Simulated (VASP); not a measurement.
# TlBr (Pm-3m) in VASP: a series of runs

Runs on TlBr. Level: PBE+D3(BJ). Tasks: phonons, elastic constants.

Everything below comes from runs of VASP 6.6.1. Logs are shortened: lines on timing, memory, paths and dates and some standing lists are left out, and cuts for length are marked.

**1. The cell of the first run**

Symmetry: Pm-3m, No. 221, cubic system. Conventional cell: a = 3.952 Å, b = 3.952 Å, c = 3.952 Å, α = 90.00°, β = 90.00°, γ = 90.00°. Tl (site symmetry m-3m) has 8 Br at 3.42 Å and 6 Tl at 3.95 Å within 4.5 Å. Within 4.5 Å of Br (site symmetry m-3m) lie 8 Tl at 3.42 Å and 6 Br at 3.95 Å.

**2. Phonons, PBE+D3(BJ) (30.87 Å³/atom)**

Contents of INCAR:

```
SYSTEM = TlBr
PREC = Accurate
ENCUT = 500
EDIFF = 1E-8
ISMEAR = 0
SIGMA = 0.01
LREAL = .FALSE.
LASPH = .TRUE.
NELM = 120
ALGO = Normal
ISIF = 2
LWAVE = .FALSE.
LCHARG = .FALSE.
GGA = PE
IVDW = 12
NBANDS = 17
IBRION = 6
NFREE = 2
POTIM = 0.015
NSW = 1
GGA_COMPAT = .FALSE.
```

Contents of KPOINTS:

```
regular mesh
0
G
  8 8 8
  0 0 0
```

Contents of POSCAR:

```
TlBr
1.0
    3.9524721277      0.0000000000      0.0000000000
    0.0000000000      3.9524721277      0.0000000000
    0.0000000000      0.0000000000      3.9524721277
Tl Br
1 1
Direct
    0.0000000000      0.0000000000      0.0000000000
    0.5000000000      0.5000000000      0.5000000000
```

Potentials or basis: VASP PAW PBE potentials, release 64 (Tl_d, Br).

Command:

```console
> cat potpaw_PBE.64/Tl_d/POTCAR potpaw_PBE.64/Br/POTCAR > POTCAR
> mpirun -np 1 vasp_std > vasp.out
```

OUTCAR:

```text
SYSTEM = TlBr
   PREC = Accurate
   ENCUT = 500
   EDIFF = 1E-8
   ISMEAR = 0
   LREAL = .FALSE.
   LASPH = .TRUE.
   NELM = 120
   ISIF = 2
   GGA = PE
   IVDW = 12
   IBRION = 6
   NFREE = 2
   POTIM = 0.015
   NSW = 1
 IVDW          = 12

 ion  position               nearest neighbor table
   1  0.000  0.000  0.000-   2 3.42   2 3.42   2 3.42   2 3.42   2 3.42   2 3.42   2 3.42   2 3.42

   2  0.500  0.500  0.500-   1 3.42   1 3.42   1 3.42   1 3.42   1 3.42   1 3.42   1 3.42   1 3.42

  LATTYP: Found a simple cubic cell.
 ALAT       =     3.9524721277

  Lattice vectors:

 A1 = (   3.9524721277,   0.0000000000,   0.0000000000)
 A2 = (   0.0000000000,   3.9524721277,   0.0000000000)
 A3 = (   0.0000000000,   0.0000000000,   3.9524721277)

Analysis of symmetry for initial positions (statically):
=====================================================================
 Subroutine PRICEL returns:
 Original cell was already a primitive cell.

 Routine SETGRP: Setting up the symmetry group for a
 simple cubic supercell.

 Subroutine GETGRP returns: Found 48 space group operations
 (whereof 48 operations were pure point group operations)
 out of a pool of 48 trial point group operations.

The static configuration has the point symmetry O_h .

Analysis of symmetry for dynamics (positions and initial velocities):
=====================================================================
 Subroutine PRICEL returns:
 Original cell was already a primitive cell.

 Routine SETGRP: Setting up the symmetry group for a
 simple cubic supercell.

 Subroutine GETGRP returns: Found 48 space group operations
 (whereof 48 operations were pure point group operations)
 out of a pool of 48 trial point group operations.

The dynamic configuration has the point symmetry O_h .

 Subroutine INISYM returns: Found 48 space group operations
 (whereof 48 operations are pure point group operations),
 and found     1 'primitive' translations

----------------------------------------------------------------------------------------

                                     Primitive cell

  volume of cell :      61.7457

  direct lattice vectors                    reciprocal lattice vectors
     3.952472128  0.000000000  0.000000000     0.253006212  0.000000000  0.000000000
[... 123 lines left out ...]
 NGX is ok and might be reduce to    30
   NGX = 15   NGY = 15   NGZ = 15

--------------------------------------- Ionic step        1  -------------------------------------------

 number of electron      20.0000002 magnetization

 Free energy of the ion-electron system (eV)
  ---------------------------------------------------
  ext. energy  EPLUGINS =         0.00000000
  ---------------------------------------------------
  free energy    TOTEN  =        -5.52043577 eV

  energy without entropy =       -5.52043577  energy(sigma->0) =       -5.52043577

------------------------ aborting loop because EDIFF is reached ----------------------------------------

 Edisp (eV)   -0.55866

 E8    (eV) :    -0.2622
[... 151 lines left out ...]
--------------------------------------- Ionic step        5  -------------------------------------------

 number of electron      20.0000001 magnetization

 Free energy of the ion-electron system (eV)
  ---------------------------------------------------
  ext. energy  EPLUGINS =         0.00000000
  ---------------------------------------------------
  free energy    TOTEN  =        -5.52039056 eV

  energy without entropy =       -5.52039056  energy(sigma->0) =       -5.52039056

 E-fermi :   2.7472     XC(G=0):  -9.0688

 val. band max:        2.6117345117   @ k =   0.0000   0.5000   0.0000
 cond. band min:       4.4167503396   @ k =   0.5000   0.0000   0.0000
 fundamental gap:      1.8050158280
 Fermi energy:         2.7472462740

 k-point     1 :       0.0000    0.0000    0.0000
  band No.  band energies     occupation
      1     -11.2523      2.00000
      2      -7.5387      2.00000
      3      -7.5387      2.00000
      4      -7.3510      2.00000
      5      -7.3510      2.00000
      6      -7.3510      2.00000
[... 457 lines left out ...]
      4      -7.4041      2.00000
      5      -7.3700      2.00000
      6      -7.3138      2.00000
[... 9 lines left out ...]
     16      13.5352      0.00000
     17      15.3490      0.00000

 [... further k-points ...]

------------------------ aborting loop because EDIFF is reached ----------------------------------------

 Edisp (eV)   -0.55866

 E8    (eV) :    -0.2622
[... 25 lines left out ...]
  FREE ENERGIE OF THE ION-ELECTRON SYSTEM (eV)
  ---------------------------------------------------
  free  energy   TOTEN  =        -6.0790486390 eV

  energy  without entropy=       -6.0790486390  energy(sigma->0) =       -6.07904864

 INTERNAL STRAIN TENSORS FROM DISPLACED ATOMS
 ============================================

 INTERNAL STRAIN TENSOR FOR ION    1 for displacements in x,y,z  (eV/Angst):
          X           Y           Z          XY          YZ          ZX
  --------------------------------------------------------------------------------
  x     0.00000     0.00000     0.00000     0.00000     0.00000     0.00000
  y     0.00000     0.00000     0.00000     0.00000     0.00000     0.00000
  z     0.00000     0.00000     0.00000     0.00000     0.00000     0.00000

 INTERNAL STRAIN TENSOR FOR ION    2 for displacements in x,y,z  (eV/Angst):
          X           Y           Z          XY          YZ          ZX
  --------------------------------------------------------------------------------
  x     0.00000     0.00000     0.00000     0.00000     0.00000     0.00000
  y     0.00000     0.00000     0.00000     0.00000     0.00000     0.00000
  z     0.00000     0.00000     0.00000     0.00000     0.00000     0.00000

 Eigenvectors and eigenvalues of the dynamical matrix
 ----------------------------------------------------

   1 f  =    1.315822 THz     8.267552 2PiTHz   43.891088 cm-1     5.441799 meV
             X         Y         Z           dx          dy          dz
      0.000000  0.000000  0.000000     0.082062    0.526007    0.000000
      1.976236  1.976236  1.976236    -0.130485   -0.836395    0.000000
[... 21 lines left out ...]
   6 f/i=    0.003429 THz     0.021546 2PiTHz    0.114382 cm-1     0.014182 meV
             X         Y         Z           dx          dy          dz
      0.000000  0.000000  0.000000    -0.001244    0.176021    0.828009
      1.976236  1.976236  1.976236    -0.000782    0.110699    0.520732

 ELASTIC MODULI CONTR FROM IONIC RELAXATION (kBar)
 Direction    XX          YY          ZZ          XY          YZ          ZX
 --------------------------------------------------------------------------------
 XX           0.0000      0.0000      0.0000      0.0000      0.0000      0.0000
 YY           0.0000      0.0000      0.0000      0.0000      0.0000      0.0000
 ZZ           0.0000      0.0000      0.0000      0.0000      0.0000      0.0000
 XY           0.0000      0.0000      0.0000      0.0000      0.0000      0.0000
 YZ           0.0000      0.0000      0.0000      0.0000      0.0000      0.0000
 ZX           0.0000      0.0000      0.0000      0.0000      0.0000      0.0000
 --------------------------------------------------------------------------------
```

OSZICAR:

```text
N       E                     dE             d eps       ncg     rms          rms(c)
DAV:   1     0.916785842520E+02    0.91679E+02   -0.94654E+03  1230   0.990E+02
DAV:   2    -0.235881623506E+01   -0.94037E+02   -0.90521E+02  1456   0.217E+02
[... 44 lines left out ...]
DAV:   2    -0.552043257644E+01   -0.23481E-02   -0.24168E-02  2897   0.747E-01    0.528E-02
DAV:   3    -0.552039983913E+01    0.32737E-04   -0.10886E-04  3092   0.635E-02    0.356E-02
DAV:   4    -0.552038916359E+01    0.10676E-04   -0.99397E-05  2822   0.483E-02    0.117E-02
DAV:   5    -0.552039041713E+01   -0.12535E-05   -0.15336E-05  2694   0.185E-02    0.488E-03
DAV:   6    -0.552039062596E+01   -0.20883E-06   -0.97279E-07  2970   0.587E-03    0.326E-03
DAV:   7    -0.552039055741E+01    0.68546E-07   -0.26204E-07  2907   0.283E-03    0.116E-03
DAV:   8    -0.552039056227E+01   -0.48551E-08   -0.42510E-08  2838   0.990E-04
   5 F= -.60790486E+01 E0= -.60790486E+01  d E =-.463626E-84
```

It took 3.6 min on 1 thread of Intel Xeon 8259CL, shared host; peak memory 0.28 GiB.

Results:

- Highest phonon frequency at Γ, LO-TO splitting left out: 44 cm⁻¹
- Dispersion energy per atom: -0.279 eV

Phonon frequencies in cm⁻¹ (negative: imaginary):
| q point | frequencies |
| --- | --- |
| (0.000, 0.000, 0.000) | 0 0 0 44 44 44 |

Caveat: spin-orbit coupling is left out, which moves the levels of the heavy elements.

**3. Phonons, PBE+D3(BJ)**

This run uses another cell than the first one, of 31.50 Å³/atom.

INCAR, as its differences from that of step 2:

```diff
@@ -15,3 +15,2 @@
 IVDW = 12
-NBANDS = 17
 IBRION = 6
```

Contents of KPOINTS:

```
Automatic mesh
0
G
  8 8 8
  0 0 0
```

Contents of POSCAR:

```
TlBr
1.0
    3.9791788306      0.0000000000      0.0000000000
    0.0000000000      3.9791788306      0.0000000000
    0.0000000000      0.0000000000      3.9791788306
Tl Br
1 1
Direct
    0.0000000000      0.0000000000      0.0000000000
    0.5000000000      0.5000000000      0.5000000000
```

Potentials or basis: VASP PAW PBE potentials, release 64 (Tl_d, Br).

Command:

```console
> cat potpaw_PBE.64/Tl_d/POTCAR potpaw_PBE.64/Br/POTCAR > POTCAR
> mpirun -np 1 vasp_std > vasp.out
```

OUTCAR:

```text
SYSTEM = TlBr
   PREC = Accurate
   ENCUT = 500
   EDIFF = 1E-8
   ISMEAR = 0
   LREAL = .FALSE.
   LASPH = .TRUE.
   NELM = 120
   ISIF = 2
   GGA = PE
   IVDW = 12
   IBRION = 6
   NFREE = 2
   POTIM = 0.015
   NSW = 1
 IVDW          = 12

 ion  position               nearest neighbor table
   1  0.000  0.000  0.000-   2 3.45   2 3.45   2 3.45   2 3.45   2 3.45   2 3.45   2 3.45   2 3.45

   2  0.500  0.500  0.500-   1 3.45   1 3.45   1 3.45   1 3.45   1 3.45   1 3.45   1 3.45   1 3.45

  LATTYP: Found a simple cubic cell.
 ALAT       =     3.9791788306

  Lattice vectors:

 A1 = (   3.9791788306,   0.0000000000,   0.0000000000)
 A2 = (   0.0000000000,   3.9791788306,   0.0000000000)
 A3 = (   0.0000000000,   0.0000000000,   3.9791788306)

Analysis of symmetry for initial positions (statically):
=====================================================================
 Subroutine PRICEL returns:
 Original cell was already a primitive cell.

 Routine SETGRP: Setting up the symmetry group for a
 simple cubic supercell.

 Subroutine GETGRP returns: Found 48 space group operations
 (whereof 48 operations were pure point group operations)
 out of a pool of 48 trial point group operations.

The static configuration has the point symmetry O_h .

Analysis of symmetry for dynamics (positions and initial velocities):
=====================================================================
 Subroutine PRICEL returns:
 Original cell was already a primitive cell.

 Routine SETGRP: Setting up the symmetry group for a
 simple cubic supercell.

 Subroutine GETGRP returns: Found 48 space group operations
 (whereof 48 operations were pure point group operations)
 out of a pool of 48 trial point group operations.

The dynamic configuration has the point symmetry O_h .

 Subroutine INISYM returns: Found 48 space group operations
 (whereof 48 operations are pure point group operations),
 and found     1 'primitive' translations

[... 313 lines left out ...]

 E-fermi :   2.4443     XC(G=0):  -8.9724

 val. band max:        2.3886078576   @ k =   0.0000   0.5000   0.0000
 cond. band min:       4.2489756643   @ k =   0.5000   0.0000   0.0000
 fundamental gap:      1.8603678068
 Fermi energy:         2.4443442494

 k-point     1 :       0.0000    0.0000    0.0000
  band No.  band energies     occupation
      1     -11.3502      2.00000
      2      -7.7163      2.00000
      3      -7.7163      2.00000
      4      -7.5394      2.00000
      5      -7.5394      2.00000
      6      -7.5394      2.00000
      7      -2.2610      2.00000
      8       1.0831      2.00000
      9       1.0831      2.00000
     10       1.0834      2.00000
     11       9.3888      0.00000
     12       9.4025      0.00000
     13       9.6210      0.00000
     14       9.6210      0.00000
[... 377 lines left out ...]
      1     -10.9920      2.00000
      2      -7.6258      2.00000
      3      -7.6048      2.00000
      4      -7.5887      2.00000
      5      -7.5584      2.00000
      6      -7.5053      2.00000
      7      -1.8349      2.00000
      8      -0.2232      2.00000
      9       0.2863      2.00000
     10       1.4231      2.00000
     11       6.5433      0.00000
     12       6.7096      0.00000
     13       8.6272      0.00000
     14      10.9164      0.00000

 [... further k-points ...]

------------------------ aborting loop because EDIFF is reached ----------------------------------------

 Edisp (eV)   -0.54826

 E8    (eV) :    -0.2576
[... 25 lines left out ...]
  FREE ENERGIE OF THE ION-ELECTRON SYSTEM (eV)
  ---------------------------------------------------
  free  energy   TOTEN  =        -6.0806301069 eV

  energy  without entropy=       -6.0806301069  energy(sigma->0) =       -6.08063011

 INTERNAL STRAIN TENSORS FROM DISPLACED ATOMS
 ============================================

 INTERNAL STRAIN TENSOR FOR ION    1 for displacements in x,y,z  (eV/Angst):
          X           Y           Z          XY          YZ          ZX
  --------------------------------------------------------------------------------
  x     0.00000     0.00000     0.00000     0.00000     0.00000     0.00000
  y     0.00000     0.00000     0.00000     0.00000     0.00000     0.00000
  z     0.00000     0.00000     0.00000     0.00000     0.00000     0.00000

 INTERNAL STRAIN TENSOR FOR ION    2 for displacements in x,y,z  (eV/Angst):
          X           Y           Z          XY          YZ          ZX
  --------------------------------------------------------------------------------
  x     0.00000     0.00000     0.00000     0.00000     0.00000     0.00000
  y     0.00000     0.00000     0.00000     0.00000     0.00000     0.00000
  z     0.00000     0.00000     0.00000     0.00000     0.00000     0.00000

 Eigenvectors and eigenvalues of the dynamical matrix
 ----------------------------------------------------

   1 f  =    1.178566 THz     7.405149 2PiTHz   39.312731 cm-1     4.874155 meV
             X         Y         Z           dx          dy          dz
      0.000000  0.000000  0.000000     0.000000    0.539661    0.000000
      1.989589  1.989589  1.989589     0.000000   -0.841882    0.000000
[... 21 lines left out ...]
   6 f/i=    0.013252 THz     0.083263 2PiTHz    0.442030 cm-1     0.054805 meV
             X         Y         Z           dx          dy          dz
      0.000000  0.000000  0.000000    -0.206191   -0.816242   -0.000000
      1.989589  1.989589  1.989589    -0.132172   -0.523225    0.000000

 ELASTIC MODULI CONTR FROM IONIC RELAXATION (kBar)
 Direction    XX          YY          ZZ          XY          YZ          ZX
 --------------------------------------------------------------------------------
 XX           0.0000      0.0000      0.0000      0.0000      0.0000      0.0000
 YY           0.0000      0.0000      0.0000      0.0000      0.0000      0.0000
 ZZ           0.0000      0.0000      0.0000      0.0000      0.0000      0.0000
 XY           0.0000      0.0000      0.0000      0.0000      0.0000      0.0000
 YZ           0.0000      0.0000      0.0000      0.0000      0.0000      0.0000
 ZX           0.0000      0.0000      0.0000      0.0000      0.0000      0.0000
 --------------------------------------------------------------------------------
```

Run time: 3.5 min. Hardware: 1 thread of Intel Xeon 8259CL, shared host; peak memory 0.27 GiB.

Results:

```yaml
Highest_phonon_frequency_at_Γ_LO-TO_splitting_left_out: 39 cm⁻¹
Dispersion_energy_per_atom: -0.274 eV
```

Phonon frequencies in cm⁻¹ (negative: imaginary):
| q point | frequencies |
| --- | --- |
| (0.000, 0.000, 0.000) | 0 0 0 39 39 39 |

Caveat: spin-orbit coupling is left out, which moves the levels of the heavy elements.

(Continued in part 2 of 2.)
